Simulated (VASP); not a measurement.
# Zn3CdTe4: relaxation of cell and atoms with PBE

Crystal: Zn3CdTe4.

```
Zn Cd Te
1.0
     6.28757    0.00000    0.00000
     0.00000    6.28757    0.00000
     0.00000    0.00000    6.28757
Zn Cd Te
3 1 4
Direct
  0.50000 0.00000 0.00000
  0.00000 0.00000 0.50000
  0.00000 0.50000 0.00000
  0.50000 0.50000 0.50000
  0.75934 0.24066 0.75934
  0.75934 0.75934 0.24066
  0.24066 0.24066 0.24066
  0.24066 0.75934 0.75934
```

```json
{"Program": "VASP 6.6.1", "Task": "relaxation of cell and atoms", "Functional": "PBE", "Potentials or basis": "VASP PAW PBE potentials, release 64 (Zn, Cd, Te)", "Cutoff": "600 eV", "k mesh": "4 × 4 × 4", "Occupations": "gaussian, width 0.02 eV", "Spin": "no spin polarisation", "Dipole correction": "no", "Further INCAR settings": "ALGO = Normal; EDIFF = 1e-07; IBRION = 2; EDIFFG = -0.01; NSW = 100; ISIF = 3"}
```

```json
{
 "Relaxed volume": "31.17 Å³/atom",
 "Relaxed cell": "a = 6.294 Å, b = 6.294 Å, c = 6.294 Å, α = 90.00°, β = 90.00°, γ = 90.00°",
 "Space group after relaxing (to 0.1 Å)": "P-43m (No. 215)",
 "Energy gained by relaxing": "0.0 meV/atom",
 "Ionic steps": "2",
 "Pressure after relaxing": "0.0 GPa",
 "Largest force after relaxing": "0.010 eV/Å",
 "Band gap on the k mesh": "0.87 eV"
}
```

Forces in eV/Å, atoms in the order of the input:
```
Zn   0.000  0.000  0.000
Zn   0.000  0.000  0.000
Zn   0.000  0.000  0.000
Cd   0.000  0.000  0.000
Te   0.006 -0.006  0.006
Te   0.006  0.006 -0.006
Te  -0.006 -0.006 -0.006
Te  -0.006  0.006  0.006
```

Step by step:
| step | energy change (eV) | largest force (eV/Å) | pressure (GPa) | volume (Å³) |
| --- | --- | --- | --- | --- |
| 1 | 0.0000 | 0.0190 | 0.11 | 248.57 |
| 2 | -0.0003 | 0.0097 | -0.02 | 249.34 |

Final structure:
```cif
data_structure
_symmetry_space_group_name_H-M 'P 1'
_symmetry_Int_Tables_number 1
_cell_length_a 6.2940
_cell_length_b 6.2940
_cell_length_c 6.2940
_cell_angle_alpha 90.000
_cell_angle_beta 90.000
_cell_angle_gamma 90.000
_cell_volume 249.34
loop_
_atom_site_label
_atom_site_type_symbol
_atom_site_fract_x
_atom_site_fract_y
_atom_site_fract_z
_atom_site_occupancy
Zn1 Zn 0.50000 0.00000 0.00000 1
Zn2 Zn 0.00000 0.00000 0.50000 1
Zn3 Zn 0.00000 0.50000 0.00000 1
Cd1 Cd 0.50000 0.50000 0.50000 1
Te1 Te 0.75942 0.24058 0.75942 1
Te2 Te 0.75942 0.75942 0.24058 1
Te3 Te 0.24058 0.24058 0.24058 1
Te4 Te 0.24058 0.75942 0.75942 1
```

Levels at points of the mesh, in eV from the valence-band top:
```tsv
k point	band 33	band 34	band 35	band 36	band 37	band 38	band 39	band 40
(0.00, 0.00, 0.00)	-1.90	0.00	0.00	0.00	0.87	2.19	2.52	2.52
(0.50, 0.00, 0.00)	-1.24	-1.24	-0.99	-0.99	2.60	2.87	3.49	3.51
(0.50, 0.50, 0.00)	-1.06	-0.79	-0.73	-0.73	2.92	2.92	3.23	3.33
(0.50, 0.50, 0.50)	-0.83	-0.64	-0.64	-0.64	1.66	1.66	1.66	1.89
```

Run time: 2.2 min on 1 thread of Intel(R) Xeon(R) 6975P-C (Granite Rapids), on a shared host, peak memory 0.44 GiB.

Caveat: spin-orbit coupling is left out, which moves the levels of the heavy elements.
